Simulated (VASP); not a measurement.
Here is a VASP 6.6.1 calculation.

The input INCAR:

```
PREC = Accurate ; ENCUT = 700
EDIFF = 1E-6 ; ISMEAR = 0
SIGMA = 0.05 ; LREAL = False
LASPH = True ; NELM = 120
ALGO = Normal ; ISIF = 2
LWAVE = False ; LCHARG = False
GGA = PS ; NBANDS = 22
GGA_COMPAT = False
```

Contents of KPOINTS:

```
Automatic mesh
0
Gamma
  12 12 6
```

The input POSCAR:

```
NiO2
1.0
    2.8624235356      0.0000000000      0.0000000000
   -1.4312117678      2.4789314982      0.0000000000
    0.0000000000      0.0000000000      4.7038205961
Ni O
1 2
Direct
    0.0000000000      0.0000000000      0.5000000000
    0.6666666667      0.3333333333      0.6876599244
    0.3333333333      0.6666666667      0.3123400756
```

Potentials or basis: VASP PAW PBE potentials, release 64 (Ni_sv_GW, O).

Launch:

```sh
$ cat potpaw_PBE.64/Ni_sv_GW/POTCAR potpaw_PBE.64/O/POTCAR > POTCAR
$ mpirun -np 1 vasp_std > vasp.out
```

Task: Estimate the pressure.

Result: -4.6 GPa.

Task: Predict the largest force.

Result: 0.293 eV/Å.

Task: What does it give for the band gap on the k mesh?

Result: 0.89 eV (least direct gap 1.21 eV).

Stress tensor (GPa, compression positive):
```
-7.92  0.00  0.00
 0.00 -7.92  0.00
 0.00  0.00  2.08
```

Caveat: the stress differs along the axes, from -8 to 2 GPa; the PAW data sets were made with another functional, which shifts forces and pressure a little; the run has no spin polarisation, though such a crystal can be magnetic. Spin polarisation is off, so any magnetic state and its effect on volume and gap are missing.
